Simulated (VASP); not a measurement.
Si16B (a cell with a defect), 17 atoms in the cell. The cell holds a defect, 17 atoms: a = 7.679 Å, b = 7.679 Å, c = 7.679 Å, α = 60.00°, β = 60.00°, γ = 60.00°. 

* Program: VASP 6.6.1
* Task: single point
* Functional: LDA
* Potentials or basis: VASP PAW LDA potentials, release 64 (Si, B)
* Cutoff: 520 eV
* k mesh: 2 × 2 × 2
* Occupations: fermi-dirac, width 0.05 eV
* Spin: collinear spin, zero start
* Starting moments: [0.0, 0.0, 0.0, 0.0, 0.0, 0.0, 0.0, 0.0, 0.0, 0.0, 0.0, 0.0, 0.0, 0.0, 0.0, 0.0, 0.0] μB
* Dipole correction: no
* Further INCAR settings: LREAL = Auto; ALGO = Normal; EDIFF = 1e-06; NBANDS = 52

Potentials or basis: VASP PAW LDA potentials, release 64 (Si, B).

Launch:

```bash
$ cat potpaw_LDA.64/Si/POTCAR potpaw_LDA.64/B/POTCAR > POTCAR
$ mpirun -np 1 vasp_std > vasp.out
```

Hardware: 1 thread of Intel(R) Xeon(R) Platinum 8375C CPU @ 2.90GHz (Ice Lake), on a shared host.

Question: How long does it take, and how much memory?

Answer: It took 9.8 min on 1 thread of Intel(R) Xeon(R) Platinum 8375C CPU @ 2.90GHz (Ice Lake), with other jobs on the host, peak memory 0.48 GiB. Counts: scf iterations 14, k points 8.
